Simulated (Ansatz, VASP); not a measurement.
# AlN in VASP and in Ansatz

```xyz
8
Lattice="-1.6378 2.8368 0.0000 0.0000 0.0000 4.1006 4.9135 2.8368 0.0000" Properties=species:S:1:pos:R:3 pbc="T T T"
Al    0.0000    1.7672    3.0755
Al    1.6378    4.7280    3.0755
Al    1.6378    0.9456    1.0252
Al    3.2757    3.7824    1.0252
N     0.0000    1.8912    1.0252
N     1.6378    4.7280    1.0252
N     1.6378    0.9456    3.0755
N     3.2757    3.7824    3.0755
```

Alike in both runs: task single point; functional LDA; k mesh 8 × 6 × 4; occupations gaussian, width 0.05 eV; no spin polarisation.

|  | VASP | Ansatz |
| --- | --- | --- |
| version | VASP 6.6.1 | Ansatz 0.2.0 |
| potentials or method | VASP PAW LDA potentials, release 64 (Al, N), cutoff 520 eV | scalar-relativistic, plane waves, PAW |
| valence electrons in the cell | 32 | 32 |

```tsv
	VASP	Ansatz	Ansatz less VASP
gap on the k mesh at the Fermi level (eV)	3.57	3.56	-0.006
least direct gap on the mesh (eV)	3.57	3.56	-0.006
pressure (GPa)	1.3	0.6	-0.65
traceless stress, the component that is largest in VASP (GPa)	3.22	3.05	-0.174
rms of the force components (eV/Å)	0.511	0.502	-0.0087
```

Ansatz warns that its potentials were made for another functional, while VASP's fit it. LDA's correlation is that of Perdew and Zunger in VASP and of Perdew and Wang (1992) in Ansatz. Atom by atom the forces differ by 0.010 eV/Å (rms over components).
